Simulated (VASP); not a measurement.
**HfB2: single point with PBE**

HfB2:

```
CELL_PARAMETERS angstrom
3.14000 -0.07850 0.00000
-1.63798 2.75857 0.00000
0.00000 0.00000 3.48000
ATOMIC_POSITIONS crystal
Hf 0.00000 0.00000 0.00000
B 0.33333 0.66667 0.50000
B 0.66667 0.33333 0.50000
```

| Quantity | Value |
| --- | --- |
| Program | VASP 6.6.1 |
| Task | single point |
| Functional | PBE |
| Potentials or basis | VASP PAW PBE potentials, release 64 (Hf_pv, B) |
| Cutoff | 520 eV |
| k mesh | 13 × 13 × 10 |
| Occupations | gaussian, width 0.1 eV |
| Spin | no spin polarisation |

```json
{
  "Pressure": "1.6 GPa",
  "Largest force": "0.070 eV/Å",
  "Band gap on the k mesh": "zero (bands 8 and 9 overlap by 1.17 eV)"
}
```

Forces on the atoms (eV/Å):
```
Hf   0.000  0.000  0.000
B   -0.060  0.035  0.000
B    0.060 -0.035  0.000
```

Stress tensor (GPa, compression positive):
```
 1.64 13.55  0.00
13.55  1.79  0.00
 0.00  0.00  1.47
```

Levels at points of the mesh, in eV from the Fermi level:
```csv
k point,band 4,band 5,band 6,band 7,band 8,band 9,band 10,band 11,band 12,band 13
"(0.00, 0.00, 0.00)",-13.84,-3.29,-3.07,-2.87,-2.69,3.77,4.04,4.23,4.31,4.82
"(0.00, 0.00, 0.50)",-11.44,-8.45,-1.41,-1.14,0.01,0.41,0.48,1.39,2.14,5.00
```

It took 59 s on 1 thread of Intel(R) Xeon(R) 6975P-C (Granite Rapids), on a shared host, peak memory 0.33 GiB.

Caveat: spin-orbit coupling is left out, which moves the levels of the heavy elements.
